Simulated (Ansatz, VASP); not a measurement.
# LuAuC6: VASP beside Ansatz

```xyz
8
Lattice="3.4356 0.0000 0.0000 0.0000 3.4356 0.0000 0.0000 0.0000 6.6057" Properties=species:S:1:pos:R:3 pbc="T T T"
Lu    0.0000    0.0000    3.3029
C     1.7178    1.7178    1.8377
C     1.7178    1.7178    4.7681
C     0.0000    1.7178    1.4803
C     0.0000    1.7178    5.1254
C     1.7178    0.0000    1.4803
C     1.7178    0.0000    5.1254
Au    0.0000    0.0000    0.0000
```

Change from the starting cell: species swapped into the CeAl6Pd type (P4/mmm, No. 123).

Alike in both runs: functional PBE; k mesh 4 × 4 × 2; occupations gaussian, width 0.1 eV; no spin polarisation.

Ansatz relaxed the structure, and its values are those at the end. VASP's run is a single point on that final structure, the one shown.

|  | VASP | Ansatz |
| --- | --- | --- |
| version | VASP 6.6.1 | Ansatz 0.2.0 |
| potentials or method | VASP PAW PBE potentials, release 64 (Lu, C, Au), cutoff 520 eV | scalar-relativistic, plane waves, PAW |
| valence electrons in the cell | 60 | 68 |

```tsv
	VASP	Ansatz	Ansatz less VASP
gap on the k mesh at the Fermi level (eV)	none	none	-
pressure (GPa)	0.3	0.0	-0.28
rms of the force components (eV/Å)	0.010	0.001	-0.0086
```

A gap of «none» marks a metal or a gap that the smearing closes. VASP's potentials hold 60 valence electrons a cell and Ansatz's 68, so a difference there can come from the potentials and not from the codes.

The k mesh is coarse, so the values compare programs but aren't converged. Neither program's run includes spin-orbit coupling.
